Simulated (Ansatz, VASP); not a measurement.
**One calculation of CoO, two programs**

INCAR

```
PREC = Accurate
ENCUT = 600
EDIFF = 1E-6
ISMEAR = -1
SIGMA = 0.05
LREAL = False
LASPH = True
NELM = 200
ALGO = Normal
ISIF = 2
LWAVE = False
LCHARG = False
ISPIN = 2
MAGMOM = 3 0
LORBIT = 11
NUPDOWN = 3.0
LMAXMIX = 4
GGA = PE
NBANDS = 22
GGA_COMPAT = False
```

The input KPOINTS:

```
regular mesh
0
Gamma
  9 9 9
```

Contents of POSCAR:

```
CoO
1.0
    1.6022198417      0.9250420569      2.5664708903
   -1.6022198417      0.9250420569      2.5664708903
    0.0000000000     -1.8500841138      2.5664708903
Co O
1 1
Direct
    0.9989783200      0.9989783200      0.9989783200
    0.7510210300      0.7510210300      0.7510210300
```

The input input.yaml:

```yaml
crystal:
  lattice:
    - [1.6022198417, 0.9250420569, 2.5664708903]
    - [-1.6022198417, 0.9250420569, 2.5664708903]
    - [0.0, -1.8500841138, 2.5664708903]
  atoms:
    - { symbol: Co, position: [0.99897832, 0.99897832, 0.99897832], spin: 3.0 }
    - { symbol: O, position: [0.75102103, 0.75102103, 0.75102103] }
hamiltonian:
  xc: pbe
  pseudopotentials: { kind: paw }
magnetization:
  spin_polarized: true
  initial_magnetization: 3.0
  spin_locking: { lock_magnetization: hard }
kpoints:
  mp_grid: { grid: [9, 9, 9] }
scf:
  occupations: { method: fermi_dirac, width: 0.05 }
  lower_state_search: "off"
output:
  forces: true
  stress: true
  eigenvalues: true
  write_density: true
  write_potential: true
  elf: true
  volumetric_format: npy
```

Alike in both runs: task single point; functional PBE; k mesh 9 × 9 × 9; occupations fermi-dirac, width 0.05 eV; collinear spin; fixed moment 3 μB.

|  | VASP | Ansatz |
| --- | --- | --- |
| version | VASP 6.6.1 | Ansatz 0.2.0 |
| potentials or method | VASP PAW PBE potentials, release 64 (Co_sv, O) | Ansatz PAW |
| plane-wave cutoff (eV) | 600 | 420 |
| valence electrons in the cell | 23 | 23 |

Ansatz gave:

- pressure (GPa): 2.1
- traceless stress, the component that is largest in VASP (GPa): 4.04
- rms of the force components (eV/Å): 0.175
- net moment per atom (μB): 1.50
- size of the moment on the site where the two differ most (μB): 2.36

Problem. Estimate VASP's values.

Solution. Pressure (GPa): 0.2; traceless stress, the component that is largest in VASP (GPa): 4.06; rms of the force components (eV/Å): 0.176; net moment per atom (μB): 1.50; size of the moment on the site where the two differ most (μB): 2.49.

Site moments also hang on the region over which each program counts them. Atom by atom the forces differ by 0.000 eV/Å (rms over components).
